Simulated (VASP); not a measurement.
**ZnO: single point with LDA**

Crystal: ZnO.

```
Zn O
1.0
     0.00000    2.16486    2.16486
     2.16486    0.00000    2.16486
     2.16486    2.16486    0.00000
Zn O
1 1
Cartesian
  0.0000 0.0000 0.0000
  2.1649 2.1649 2.1649
```

- Program: VASP 6.6.1
- Task: single point
- Functional: LDA
- Potentials or basis: VASP PAW LDA potentials, release 64 (Zn, O)
- Cutoff: 520 eV
- k mesh: 12 × 12 × 12
- Occupations: gaussian, width 0.02 eV
- Spin: no spin polarisation
- Dipole correction: no
- Further INCAR settings: ALGO = Normal; EDIFF = 1e-06; NBANDS = 16

The pressure is -13.0 GPa and the band gap on the k mesh is 0.71 eV, indirect (least direct gap 1.95 eV).

Levels at points of the mesh, in eV from the valence-band top:
```
           k point  band 7  band 8  band 9  band 10  band 11  band 12
(0.00, 0.00, 0.00)   -1.24   -1.24   -1.24     0.71    17.63    17.63
(0.50, 0.00, 0.00)   -3.67    0.00    0.00     5.28     8.65    12.39
(0.50, 0.50, 0.00)   -4.10   -2.64   -2.64     3.86    10.32    11.09
```

It took 6.2 s on 1 thread of Intel(R) Xeon(R) 6975P-C (Granite Rapids) (shared host), peak memory 0.14 GiB.

A k mesh can miss the band edges. A hybrid or GW would open this gap; LDA tends to underestimate it.
